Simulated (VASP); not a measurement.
# Au (Cmmm) in VASP: notebook

Au is run at these levels: PBE; tasks: single point, relaxation of cell and atoms.

Program: VASP 6.6.1. These are calculated values, not measurements. Logs are shortened: lines on timing, memory, paths and dates and some standing lists are left out, and cuts for length are marked.

## Step 1: The cell of the first run

Symmetry: Cmmm, No. 65, orthorhombic system. The conventional cell has a = 2.880 Å, b = 3.970 Å, c = 6.411 Å, α = 90.00°, β = 90.00°, γ = 90.00°. Within 3.2 Å of Au (site symmetry mm2) lie 7 Au at 2.45 to 2.88 Å.

## Step 2: Single point, PBE

Input file INCAR:

```
PREC = Accurate ; ENCUT = 520
EDIFF = 1E-7 ; ISMEAR = 0
SIGMA = 0.1 ; LREAL = F
LASPH = T ; NELM = 100
ALGO = Normal ; ISIF = 2
LWAVE = F ; LCHARG = F
GGA = PE ; NBANDS = 18
```

Input file KPOINTS:

```
Automatic mesh
0
Gamma
  8 8 4
```

Input file POSCAR:

```
Au
1.0
    1.4400703200     -1.9848332600      0.0000000000
    1.4400703200      1.9848332600      0.0000000000
    0.0000000000      0.0000000000      6.4112066500
Au
2
Direct
    0.0000000000      0.0000000000      0.3068117300
    0.0000000000      0.0000000000      0.6931882700
```

Potentials or basis: VASP PAW PBE potentials, release 64 (Au).

Command:

```
$ cat potpaw_PBE.64/Au/POTCAR > POTCAR
$ mpirun -np 1 vasp_std > vasp.out
```

OUTCAR:

```text
PREC = Accurate
   ENCUT = 520
   EDIFF = 1E-7
   ISMEAR = 0
   LREAL = F
   LASPH = T
   NELM = 100
   ISIF = 2
   GGA = PE

 ion  position               nearest neighbor table
   1  0.000  0.000  0.307-   2 2.48   2 3.49   2 3.49   2 3.49   2 3.49
   2  0.000  0.000  0.693-   1 2.48   1 3.49   1 3.49   1 3.49   1 3.49

  LATTYP: Found a base centered orthorhombic cell.
 ALAT       =     2.8801406400
 B/A-ratio  =     1.3782891241
 C/A-ratio  =     2.2260047169

  Lattice vectors:

 A1 = (   1.4400703200,  -1.9848332600,   0.0000000000)
 A2 = (   1.4400703200,   1.9848332600,   0.0000000000)
 A3 = (   0.0000000000,   0.0000000000,   6.4112066500)

Analysis of symmetry for initial positions (statically):
=====================================================================
 Subroutine PRICEL returns:
 Original cell was already a primitive cell.

 Routine SETGRP: Setting up the symmetry group for a
 base centered orthorhombic supercell.

 Subroutine GETGRP returns: Found  8 space group operations
 (whereof  8 operations were pure point group operations)
 out of a pool of  8 trial point group operations.

The static configuration has the point symmetry D_2h.

Analysis of symmetry for dynamics (positions and initial velocities):
=====================================================================
 Subroutine PRICEL returns:
 Original cell was already a primitive cell.

 Routine SETGRP: Setting up the symmetry group for a
 base centered orthorhombic supercell.

 Subroutine GETGRP returns: Found  8 space group operations
 (whereof  8 operations were pure point group operations)
 out of a pool of  8 trial point group operations.

The dynamic configuration has the point symmetry D_2h.

 Subroutine INISYM returns: Found  8 space group operations
 (whereof  8 operations are pure point group operations),
 and found     1 'primitive' translations

----------------------------------------------------------------------------------------

                                     Primitive cell

  volume of cell :      36.6503

  direct lattice vectors                    reciprocal lattice vectors
     1.440070320 -1.984833260  0.000000000     0.347205267 -0.251910329  0.000000000
     1.440070320  1.984833260  0.000000000     0.347205267  0.251910329  0.000000000
     0.000000000  0.000000000  6.411206650     0.000000000  0.000000000  0.155976878

  length of vectors
     2.452216466  2.452216466  6.411206650     0.428964231  0.428964231  0.155976878

  position of ions in fractional coordinates (direct lattice)
     0.000000000  0.000000000  0.306811730
     0.000000000  0.000000000  0.693188270

  ion indices of the primitive-cell ions
   primitive index   ion index
                 1           1
                 2           2

----------------------------------------------------------------------------------------

 KPOINTS: Automatic mesh

Automatic generation of k-mesh.
 Grid dimensions read from file:
 generate k-points for:    8    8    4

 Generating k-lattice:

  Cartesian coordinates                     Fractional coordinates (reciprocal lattice)
     0.043400658 -0.031488791  0.000000000     0.125000000 -0.000000000  0.000000000
     0.043400658  0.031488791  0.000000000    -0.000000000  0.125000000  0.000000000
     0.000000000  0.000000000  0.038994220     0.000000000  0.000000000  0.250000000

  Length of vectors
     0.053620529  0.053620529  0.038994220

  Shift w.r.t. Gamma in fractional coordinates (k-lattice)
     0.000000000  0.000000000  0.000000000

 Subroutine IBZKPT returns following result:
 ===========================================

 Found     63 irreducible k-points:

 Following reciprocal coordinates:
            Coordinates               Weight
  0.000000  0.000000  0.000000      1.000000
  0.125000 -0.000000  0.000000      4.000000
  0.250000 -0.000000  0.000000      4.000000
  0.375000 -0.000000  0.000000      4.000000
  0.500000 -0.000000  0.000000      2.000000
  0.125000  0.125000  0.000000      2.000000
[... 16 lines left out ...]
  0.125000 -0.000000  0.250000      8.000000
  0.250000 -0.000000  0.250000      8.000000
 [... further k-points ...]
   k-points           NKPTS =     63   k-points in BZ     NKDIM =     63   number of bands    NBANDS=     18
   number of dos      NEDOS =    301   number of ions     NIONS =      2
   total plane-waves  NPLWV =  15552
   dimension x,y,z NGX =    18 NGY =   18 NGZ =   48
   dimension x,y,z NGXF=    36 NGYF=   36 NGZF=   96
   ions per type =               2
   NGX,Y,Z   is equivalent  to a cutoff of  12.20, 12.20, 12.45 a.u.
   NGXF,Y,Z  is equivalent  to a cutoff of  24.41, 24.41, 24.89 a.u.
 SYSTEM =  unknown system
   PREC   = accura    normal or accurate (medium, high low for compatibility)
   ISTART =      0    job   : 0-new  1-cont  2-samecut
   ICHARG =      2    charge: 1-file 2-atom 10-const
   ISPIN  =      1    spin polarized calculation?
   LNONCOLLINEAR =      F non collinear calculations
   LSORBIT =      F    spin-orbit coupling
   LASPH  =      T    aspherical Exc in radial PAW
   ENCUT  =  520.0 eV  38.22 Ry    6.18 a.u.   4.56  4.56 11.92*2*pi/ulx,y,z
   NELM   =    100;   NELMIN=  2; NELMDL= -5     # of ELM steps
   EDIFF  = 0.1E-06   stopping-criterion for ELM
   LREAL  =      F    real-space projection
   EDIFFG = 0.1E-05   stopping-criterion for IOM
   NSW    =      0    number of steps for IOM
   IBRION =     -1    ionic relax: 0-MD 1-quasi-New 2-CG
   NFREE  =      0    steps in history (QN), initial steepest desc. (CG)
   ISIF   =      2    stress and relaxation
   ISYM   =      2    0-nonsym 1-usesym 2-fastsym
   POTIM  = 0.5000    time-step for ionic-motion
   TEBEG  =    0.0;   TEEND  =   0.0 temperature during run
   PSTRESS=    0.0 pullay stress
   NELECT =      22.0000    total number of electrons
   NUPDOWN=      -1.0000    fix difference up-down
   EMIN   =  10.00;   EMAX   =-10.00  energy-range for DOS
   EFERMI =   0.00;   METHOD = LEGACY
   ISMEAR =     0;   SIGMA  =   0.10  broadening in eV -4-tet -1-fermi 0-gaus
   EFERMI_NEDOS =   21; number of points for ismear=-14 and -15
   IALGO  =     38    algorithm
   IMIX   =      4    mixing-type and parameters
     AMIX     =   0.40;   BMIX     =  1.00
     AMIX_MAG =   1.60;   BMIX_MAG =  1.00
  volume/ion in A,a.u.               =      18.33       123.66
  Fermi-wavevector in a.u.,A,eV,Ry     =   1.380988  2.609689 25.948048  1.907128
  Thomas-Fermi vector in A             =   2.505814
   LORBIT       =      0    0 simple, 1 ext, 2 COOP (PROOUT), +10 PAW based schemes
   GGA     = PE    functional components
   LHFCALC =     F    Hartree Fock is set to
   AEXX    =    0.0000 exact exchange contribution
   IVDW    =     0    specifies the selected vdW correction
   LEPSILON=     F    determine dielectric tensor
   LRPA    =     F    only Hartree local field effects (RPA)
 non-spin polarized calculation
 Gauss-broadening in eV      SIGMA  =   0.10
  energy-cutoff  :      520.00
  volume of cell :       36.65
 maximum number of plane-waves:      1014
   NGX =  9   NGY =  9   NGZ = 23

 number of electron      21.9999993 magnetization

 Free energy of the ion-electron system (eV)
  ---------------------------------------------------
  ext. energy  EPLUGINS =         0.00000000
  ---------------------------------------------------
  free energy    TOTEN  =        -3.83056548 eV

  energy without entropy =       -3.82546256  energy(sigma->0) =       -3.82801402

 E-fermi :   8.1993     XC(G=0): -11.8159

 val. band max:        8.1917524651   @ k =   0.5000  -0.0000   0.2500
 cond. band min:       8.2711584975   @ k =   0.3750   0.1250   0.5000
 fundamental gap:      0.0794060324
 Fermi energy:         8.1992556534

 k-point     1 :       0.0000    0.0000    0.0000
  band No.  band energies     occupation
      1      -2.0481      2.00000
      2      -0.6700      2.00000
      3       1.0094      2.00000
      4       1.2260      2.00000
      5       1.3084      2.00000
      6       5.3380      2.00000
[... 10 lines left out ...]
     17      26.4253      0.00000
     18      28.4809      0.00000

 k-point     2 :       0.1250   -0.0000    0.0000
  band No.  band energies     occupation
      1      -1.4509      2.00000
      2      -0.0981      2.00000
      3       1.1806      2.00000
      4       1.4741      2.00000
      5       1.6245      2.00000
      6       4.1444      2.00000
[... 10 lines left out ...]
     17      26.9165      0.00000
     18      27.4390      0.00000

 k-point     3 :       0.2500   -0.0000    0.0000
  band No.  band energies     occupation
      1      -0.4024      2.00000
      2       0.4841      2.00000
      3       1.3900      2.00000
      4       2.4475      2.00000
      5       3.0636      2.00000
      6       3.3036      2.00000
[... 10 lines left out ...]
     17      24.5257      0.00000
     18      24.8554      0.00000

 k-point     4 :       0.3750   -0.0000    0.0000
  band No.  band energies     occupation
      1      -0.1451      2.00000
      2       0.4091      2.00000
      3       1.0288      2.00000
      4       2.4664      2.00000
      5       3.5959      2.00000
      6       5.3977      2.00000
[... 375 lines left out ...]
      4       1.3067      2.00000
      5       1.3183      2.00000
      6       5.2261      2.00000
[... 10 lines left out ...]
     17      26.3306      0.00000
     18      28.6508      0.00000

 k-point    23 :       0.1250   -0.0000    0.2500
  band No.  band energies     occupation
      1      -1.3971      2.00000
      2      -0.1398      2.00000
      3       1.2036      2.00000
      4       1.5296      2.00000
      5       1.6204      2.00000
      6       4.2242      2.00000
[... 10 lines left out ...]
     17      26.4861      0.00000
     18      27.7379      0.00000

 k-point    24 :       0.2500   -0.0000    0.2500
  band No.  band energies     occupation
      1      -0.3732      2.00000
      2       0.4649      2.00000
      3       1.4153      2.00000
      4       2.5198      2.00000
      5       3.1264      2.00000
      6       3.3384      2.00000
[... 10 lines left out ...]
     17      24.6667      0.00000
     18      26.2076      0.00000

 [... further k-points ...]
[... 5 lines left out ...]
  --------------------------------------------------------------------------------------
  -------------------------------------------------------------------------------------
  Total       12.8334294     20.6187302      8.3579585      0.0000000      0.0000000      0.0000000
  in kB      561.0167229    901.3531851    365.3703445      0.0000000      0.0000000      0.0000000
  external PRESSURE =     609.2467508 kB  Pullay stress =       0.0000000 kB

 VOLUME and BASIS-vectors are now :
 -----------------------------------------------------------------------------
  energy-cutoff  :      520.00
  volume of cell :       36.65
      direct lattice vectors                 reciprocal lattice vectors
     1.440070320 -1.984833260  0.000000000     0.347205267 -0.251910329  0.000000000
     1.440070320  1.984833260  0.000000000     0.347205267  0.251910329  0.000000000
     0.000000000  0.000000000  6.411206650     0.000000000  0.000000000  0.155976878

 POSITION                                       TOTAL-FORCE (eV/Angst)
 -----------------------------------------------------------------------------------
      0.00000      0.00000      1.96703         0.000000      0.000000     -3.720435
      0.00000      0.00000      4.44417        -0.000000      0.000000      3.720435
 -----------------------------------------------------------------------------------
    total drift:                                0.000000      0.000000      0.000000

  FREE ENERGIE OF THE ION-ELECTRON SYSTEM (eV)
  ---------------------------------------------------
  free  energy   TOTEN  =        -3.8305654807 eV

  energy  without entropy=       -3.8254625650  energy(sigma->0) =       -3.82801402
```

Run time: 13 s. Hardware: 1 thread of Intel Xeon 6975P-C (Granite Rapids), shared host; peak memory 0.16 GiB.

Results:

- Free energy: -3.8306 eV
- Pressure: 60.9 GPa
- Largest force: 3.720 eV/Å
- Band gap on the k mesh: zero (band 11 reaches 13.35 eV, above the bottom of band 12 at 6.67 eV)

Forces in eV/Å, atoms in the order of the input:
```
Au   0.000  0.000 -3.720
Au   0.000  0.000  3.720
```

Levels at points of the mesh, in eV from the Fermi level:
| k point | band 7 | band 8 | band 9 | band 10 | band 11 | band 12 | band 13 | band 14 | band 15 | band 16 |
| --- | --- | --- | --- | --- | --- | --- | --- | --- | --- | --- |
| (0.00, 0.00, 0.00) | -2.57 | -2.38 | -2.31 | -1.58 | -1.50 | -1.27 | -1.14 | 10.23 | 11.93 | 16.20 |
| (0.50, 0.00, 0.00) | -1.83 | -1.69 | -1.45 | -0.55 | -0.24 | 3.01 | 4.93 | 5.35 | 7.41 | 10.71 |
| (0.50, 0.50, 0.00) | -3.11 | -0.60 | 0.55 | 0.64 | 2.24 | 5.71 | 7.66 | 8.42 | 10.79 | 11.17 |
| (0.00, 0.00, 0.50) | -2.84 | -2.56 | -2.36 | -2.30 | -1.60 | -1.16 | 1.63 | 7.03 | 15.54 | 16.32 |
| (0.50, 0.00, 0.50) | -1.99 | -1.68 | -1.48 | -1.04 | 0.25 | 2.55 | 5.03 | 5.42 | 8.75 | 11.11 |
| (0.50, 0.50, 0.50) | -3.16 | -0.99 | 0.55 | 0.64 | 2.74 | 5.15 | 7.98 | 8.43 | 11.28 | 11.34 |

Caveat: spin-orbit coupling is left out, which moves the levels of the heavy elements; forces of over 1 eV/Å act on the atoms, so gaps and moduli don't describe the material at rest.

## Step 3: Relaxation of cell and atoms, PBE

Input file INCAR:

```
SYSTEM = Au
  PREC = Accurate
  ENCUT = 600
  EDIFF = 1E-6
  ISMEAR = 0
  SIGMA = 0.1
  LREAL = .FALSE.
  LASPH = .TRUE.
  NELM = 100
  ALGO = Normal
  ISIF = 3
  LWAVE = .FALSE.
  LCHARG = .FALSE.
  GGA = PE
  IBRION = 2
  NSW = 90
  EDIFFG = -0.04
```

Input file KPOINTS:

```
regular mesh
0
G
  8 8 4
  0 0 0
```

POSCAR is that of step 2.

Potentials or basis: VASP PAW PBE potentials, release 64 (Au).

Command:

```
$ cat potpaw_PBE.64/Au/POTCAR > POTCAR
$ mpirun -np 1 vasp_std > vasp.out
```

It took 5.4 min on 1 thread of Intel Xeon 6975P-C (Granite Rapids), shared host; peak memory 0.2 GiB.

Results (log left out):

```yaml
Free_energy: -6.3190 eV
Relaxed_volume: 19.33 Å³/atom
Relaxed_cell: a = 2.807 Å, b = 2.807 Å, c = 5.661 Å, α = 90.00°, β = 90.00°, γ = 119.96°
Space_group_after_relaxing_to_0.05_Å: P6/mmm (No. 191)
Energy_gained_by_relaxing: 1244.3 meV/atom
Ionic_steps: 41
Pressure_after_relaxing: -0.1 GPa
Largest_force_after_relaxing: 0.030 eV/Å
Band_gap_on_the_k_mesh: zero (band 11 reaches 10.85 eV, above the bottom of band 12 at 4.89 eV)
```

Forces on the atoms (eV/Å):
```
Au   0.000  0.000 -0.030
Au   0.000  0.000  0.030
```

Stress tensor (GPa, compression positive):
```
-0.14  0.00  0.00
 0.00 -0.05  0.00
 0.00  0.00 -0.04
```

The path:
| step | energy change (eV) | largest force (eV/Å) | pressure (GPa) | volume (Å³) |
| --- | --- | --- | --- | --- |
| 1 | 0.0000 | 3.7207 | 61.02 | 36.65 |
| 3 | -0.2797 | 0.4481 | -10.95 | 72.18 |
| 5 | -1.9414 | 0.4480 | -1.94 | 48.21 |
| 7 | -1.9439 | 0.5150 | -0.76 | 47.64 |
| 9 | -2.1707 | 0.0706 | 3.66 | 45.44 |
| 11 | -2.1850 | 0.1061 | 1.91 | 45.83 |
| 13 | -2.2052 | 0.0583 | -0.50 | 46.54 |
| 15 | -2.2300 | 0.2847 | -1.71 | 45.09 |
| 17 | -2.2466 | 0.4823 | 0.69 | 43.14 |
| 19 | -2.2486 | 0.6604 | 2.67 | 41.78 |
| 21 | -2.2621 | 0.7557 | 3.28 | 41.03 |
| 23 | -2.3425 | 1.1770 | 7.18 | 37.66 |
| 25 | -2.3241 | 1.3605 | 8.37 | 37.32 |
| 27 | -2.3293 | 1.3998 | 10.34 | 36.56 |
| 29 | -2.3458 | 1.2476 | 11.03 | 36.14 |
| 31 | -2.4245 | 0.7995 | 6.29 | 36.99 |
| 33 | -2.4739 | 0.1861 | 0.06 | 38.47 |
| 35 | -2.4779 | 0.1474 | -0.08 | 38.51 |
| 37 | -2.4851 | 0.0059 | 1.03 | 38.46 |
| 39 | -2.4883 | 0.0496 | 0.50 | 38.48 |
| 41 | -2.4886 | 0.0300 | -0.07 | 38.66 |

Final structure:
```
CELL_PARAMETERS angstrom
1.40460 -2.43077 0.00000
1.40460 2.43077 0.00000
0.00000 0.00000 5.66127
ATOMIC_POSITIONS crystal
Au 0.00000 0.00000 0.25040
Au 0.00000 0.00000 0.74960
```

Levels at points of the mesh, in eV from the Fermi level:
| k point | band 7 | band 8 | band 9 | band 10 | band 11 | band 12 | band 13 | band 14 | band 15 |
| --- | --- | --- | --- | --- | --- | --- | --- | --- | --- |
| (0.00, 0.00, 0.00) | -4.10 | -2.90 | -2.90 | -1.87 | -1.87 | -1.34 | 0.92 | 11.81 | 15.31 |
| (0.50, 0.00, 0.00) | -2.25 | -1.41 | -1.32 | -1.02 | -0.28 | 2.99 | 3.56 | 4.59 | 7.32 |
| (0.50, 0.50, 0.00) | -2.25 | -1.40 | -1.32 | -1.02 | -0.27 | 3.01 | 3.57 | 4.60 | 7.33 |
| (0.00, 0.00, 0.50) | -4.21 | -4.21 | -2.42 | -2.42 | -2.41 | -2.41 | 6.27 | 6.32 | 16.17 |
| (0.50, 0.00, 0.50) | -2.92 | -2.91 | -1.37 | -1.36 | 1.78 | 1.80 | 3.28 | 3.28 | 12.50 |
| (0.50, 0.50, 0.50) | -2.93 | -2.91 | -1.36 | -1.36 | 1.78 | 1.80 | 3.29 | 3.29 | 12.50 |

Caveat: spin-orbit coupling is left out, which moves the levels of the heavy elements.
